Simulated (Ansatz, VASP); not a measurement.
**Two plane-wave programs on C**

```
C
1.0
    -0.00714    1.75187    1.75187
     1.75187   -0.00714    1.75187
     1.75187    1.75187   -0.00714
C
2
Direct
  0.99992 0.99992 0.99992
  0.25008 0.25008 0.25008
```

Change from the starting cell: strained cell.

Alike in both runs: functional PBE; k mesh 9 × 9 × 9; occupations gaussian, width 0.02 eV; no spin polarisation.

Ansatz relaxed the structure, and its values are those at the end. VASP's run is a single point on that final structure, the one shown.

```csv
,VASP,Ansatz
version,VASP 6.6.1,Ansatz 0.2.0
potentials or method,"VASP PAW PBE potentials, release 64 (C), cutoff 600 eV","scalar-relativistic, plane waves, PAW"
valence electrons in the cell,8,8
```

|  | VASP | Ansatz | Ansatz less VASP |
| --- | --- | --- | --- |
| gap on the k mesh at the Fermi level (eV) | 4.24 | 4.25 | +0.007 |
| least direct gap on the mesh (eV) | 5.64 | 5.65 | +0.003 |
| pressure (GPa) | 24.6 | 24.5 | -0.12 |

Ansatz's warnings: stress scf threshold loose.
